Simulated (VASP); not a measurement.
# Ta (Pm-3m) in VASP: single point with PBE

Aim: the single point of Ta with PBE.

All numbers are computed with VASP 6.6.1; they aren't measurements. Logs are shortened: lines on timing, memory, paths and dates and some standing lists are left out, and cuts for length are marked.

## (1) The cell of the first run

It takes space group Pm-3m (No. 221, cubic). Conventional cell: a = 2.741 Å, b = 2.741 Å, c = 2.741 Å, α = 90.00°, β = 90.00°, γ = 90.00°. Within 3.6 Å of Ta (site symmetry m-3m) lie 6 Ta at 2.74 Å.

## (2) Single point, PBE

Contents of INCAR:

```
SYSTEM = Ta
  PREC = Accurate
  ENCUT = 500
  EDIFF = 1E-6
  ISMEAR = -1
  SIGMA = 0.03
  LREAL = .False.
  LASPH = .True.
  NELM = 120
  ALGO = Normal
  ISIF = 2
  LWAVE = .False.
  LCHARG = .False.
  GGA = PE
  NBANDS = 12
  GGA_COMPAT = .False.
```

Contents of KPOINTS:

```
regular mesh
0
Gamma
  13 13 13
  0 0 0
```

Contents of POSCAR:

```
Ta
1.0
    2.7414929887      0.0000000000      0.0000000000
    0.0000000000      2.7414929887      0.0000000000
    0.0000000000      0.0000000000      2.7414929887
Ta
1
Direct
    0.0000000000      0.0000000000      0.0000000000
```

Potentials or basis: VASP PAW PBE potentials, release 64 (Ta_pv).

On the command line:

```sh
$ cat potpaw_PBE.64/Ta_pv/POTCAR > POTCAR
$ mpirun -np 1 vasp_std > vasp.out
```

OUTCAR:

```text
SYSTEM = Ta
   PREC = Accurate
   ENCUT = 500
   EDIFF = 1E-6
   ISMEAR = -1
   LREAL = .False.
   LASPH = .True.
   NELM = 120
   ISIF = 2
   GGA = PE

 ion  position               nearest neighbor table
   1  0.000  0.000  0.000-

  LATTYP: Found a simple cubic cell.
 ALAT       =     2.7414929887

  Lattice vectors:

 A1 = (   2.7414929887,   0.0000000000,   0.0000000000)
 A2 = (   0.0000000000,   2.7414929887,   0.0000000000)
 A3 = (   0.0000000000,   0.0000000000,   2.7414929887)

Analysis of symmetry for initial positions (statically):
=====================================================================
 Subroutine PRICEL returns:
 Original cell was already a primitive cell.

 Routine SETGRP: Setting up the symmetry group for a
 simple cubic supercell.

 Subroutine GETGRP returns: Found 48 space group operations
 (whereof 48 operations were pure point group operations)
 out of a pool of 48 trial point group operations.

The static configuration has the point symmetry O_h .

Analysis of symmetry for dynamics (positions and initial velocities):
=====================================================================
 Subroutine PRICEL returns:
 Original cell was already a primitive cell.

 Routine SETGRP: Setting up the symmetry group for a
 simple cubic supercell.

 Subroutine GETGRP returns: Found 48 space group operations
 (whereof 48 operations were pure point group operations)
 out of a pool of 48 trial point group operations.

The dynamic configuration has the point symmetry O_h .

 Subroutine INISYM returns: Found 48 space group operations
 (whereof 48 operations are pure point group operations),
 and found     1 'primitive' translations

----------------------------------------------------------------------------------------

                                     Primitive cell

  volume of cell :      20.6045

  direct lattice vectors                    reciprocal lattice vectors
     2.741492989  0.000000000  0.000000000     0.364764748  0.000000000  0.000000000
     0.000000000  2.741492989  0.000000000     0.000000000  0.364764748  0.000000000
     0.000000000  0.000000000  2.741492989     0.000000000  0.000000000  0.364764748

  length of vectors
     2.741492989  2.741492989  2.741492989     0.364764748  0.364764748  0.364764748

  position of ions in fractional coordinates (direct lattice)
     0.000000000  0.000000000  0.000000000

  ion indices of the primitive-cell ions
   primitive index   ion index
                 1           1
[... 73 lines left out ...]
   LREAL  =      F    real-space projection
   EDIFFG = 0.1E-04   stopping-criterion for IOM
   NSW    =      0    number of steps for IOM
   IBRION =     -1    ionic relax: 0-MD 1-quasi-New 2-CG
   NFREE  =      0    steps in history (QN), initial steepest desc. (CG)
   ISIF   =      2    stress and relaxation
   ISYM   =      2    0-nonsym 1-usesym 2-fastsym
   POTIM  = 0.5000    time-step for ionic-motion
   TEBEG  =    0.0;   TEEND  =   0.0 temperature during run
   PSTRESS=    0.0 pullay stress
   NELECT =      11.0000    total number of electrons
   NUPDOWN=      -1.0000    fix difference up-down
   EMIN   =  10.00;   EMAX   =-10.00  energy-range for DOS
   EFERMI =   0.00;   METHOD = LEGACY
   ISMEAR =    -1;   SIGMA  =   0.03  broadening in eV -4-tet -1-fermi 0-gaus
   EFERMI_NEDOS =   21; number of points for ismear=-14 and -15
   IALGO  =     38    algorithm
   IMIX   =      4    mixing-type and parameters
     AMIX     =   0.40;   BMIX     =  1.00
     AMIX_MAG =   1.60;   BMIX_MAG =  1.00
  volume/ion in A,a.u.               =      20.60       139.05
  Fermi-wavevector in a.u.,A,eV,Ry     =   1.328063  2.509675 23.997284  1.763751
  Thomas-Fermi vector in A             =   2.457328
   LORBIT       =      0    0 simple, 1 ext, 2 COOP (PROOUT), +10 PAW based schemes
   GGA     = PE    functional components
   LHFCALC =     F    Hartree Fock is set to
   AEXX    =    0.0000 exact exchange contribution
   IVDW    =     0    specifies the selected vdW correction
   LEPSILON=     F    determine dielectric tensor
   LRPA    =     F    only Hartree local field effects (RPA)
 non-spin polarized calculation
  energy-cutoff  :      500.00
  volume of cell :       20.60
 maximum number of plane-waves:       537
 NGX is ok and might be reduce to    20
   NGX =  9   NGY =  9   NGZ =  9

 number of electron      11.0000007 magnetization

 Free energy of the ion-electron system (eV)
  ---------------------------------------------------
  ext. energy  EPLUGINS =         0.00000000
  ---------------------------------------------------
  free energy    TOTEN  =       -10.70281668 eV

  energy without entropy =      -10.70051753  energy(sigma->0) =      -10.70166711

 E-fermi :   4.4444     XC(G=0): -11.8273

 val. band max:        4.3933131144   @ k =   0.2308   0.2308   0.0769
 cond. band min:       4.4459209736   @ k =   0.3846   0.2308   0.2308
 fundamental gap:      0.0526078592
 Fermi energy:         4.4443576723

 k-point     1 :       0.0000    0.0000    0.0000
  band No.  band energies     occupation
      1     -28.9632      2.00000
      2     -28.9632      2.00000
      3     -28.9632      2.00000
      4      -2.7885      2.00000
      5       1.8692      2.00000
      6       1.8692      2.00000
      7      10.5880      0.00000
      8      10.5880      0.00000
      9      10.5880      0.00000
     10      18.9638      0.00000
     11      18.9638      0.00000
     12      18.9638      0.00000
[... 331 lines left out ...]
 k-point    24 :       0.3846    0.3077    0.0000
  band No.  band energies     occupation
      1     -29.8992      2.00000
      2     -29.6539      2.00000
      3     -28.8009      2.00000
      4       1.3694      2.00000
      5       2.5300      2.00000
      6       6.2856      0.00000
      7       7.6947      0.00000
      8       7.7460      0.00000
      9       8.4445      0.00000
     10      14.6311      0.00000
     11      17.9547      0.00000
     12      18.8437      0.00000

 [... further k-points ...]
[... 5 lines left out ...]
  --------------------------------------------------------------------------------------
  -------------------------------------------------------------------------------------
  Total        0.0130364      0.0130364      0.0130364     -0.0000000      0.0000000     -0.0000000
  in kB        1.0136903      1.0136903      1.0136903     -0.0000000      0.0000000     -0.0000000
  external PRESSURE =       1.0136903 kB  Pullay stress =       0.0000000 kB

 VOLUME and BASIS-vectors are now :
 -----------------------------------------------------------------------------
  energy-cutoff  :      500.00
  volume of cell :       20.60
      direct lattice vectors                 reciprocal lattice vectors
     2.741492989  0.000000000  0.000000000     0.364764748  0.000000000  0.000000000
     0.000000000  2.741492989  0.000000000     0.000000000  0.364764748  0.000000000
     0.000000000  0.000000000  2.741492989     0.000000000  0.000000000  0.364764748

 POSITION                                       TOTAL-FORCE (eV/Angst)
 -----------------------------------------------------------------------------------
      0.00000      0.00000      0.00000         0.000000      0.000000      0.000000
 -----------------------------------------------------------------------------------
    total drift:                               -0.000000      0.000000      0.000000

  FREE ENERGIE OF THE ION-ELECTRON SYSTEM (eV)
  ---------------------------------------------------
  free  energy   TOTEN  =       -10.7028166762 eV

  energy  without entropy=      -10.7005175340  energy(sigma->0) =      -10.70166711
```

OSZICAR:

```text
N       E                     dE             d eps       ncg     rms          rms(c)
DAV:   1     0.646797901263E+02    0.64680E+02   -0.59294E+03  2020   0.826E+02
DAV:   2    -0.991141399818E+01   -0.74591E+02   -0.72545E+02  2272   0.241E+02
DAV:   3    -0.110554268799E+02   -0.11440E+01   -0.11309E+01  2400   0.285E+01
DAV:   4    -0.110590924777E+02   -0.36656E-02   -0.36652E-02  2304   0.183E+00
DAV:   5    -0.110591077936E+02   -0.15316E-04   -0.15316E-04  2408   0.113E-01    0.115E+01
DAV:   6    -0.107758474500E+02    0.28326E+00   -0.28799E-01  2424   0.506E+00    0.565E+00
DAV:   7    -0.107037182662E+02    0.72129E-01   -0.23418E-01  2392   0.425E+00    0.486E-01
DAV:   8    -0.107029477819E+02    0.77048E-03   -0.90338E-03  2220   0.808E-01    0.144E-01
DAV:   9    -0.107028248860E+02    0.12290E-03   -0.34192E-04  2444   0.186E-01    0.273E-02
DAV:  10    -0.107028171251E+02    0.77609E-05   -0.82026E-06  2244   0.285E-02    0.410E-03
DAV:  11    -0.107028166762E+02    0.44898E-06   -0.14226E-07  1388   0.378E-03
   1 F= -.10702817E+02 E0= -.10701667E+02  d E =-.229914E-02
```

Wall time 10 s (1 thread of Intel Xeon Platinum 8375C at 2.90GHz (Ice Lake), shared host); peak memory 0.14 GiB.

Results:

| Item | Value |
| --- | --- |
| Free energy | -10.7028 eV |
| Pressure | 0.1 GPa |

Caveat: spin-orbit coupling is left out, which moves the levels of the heavy elements.
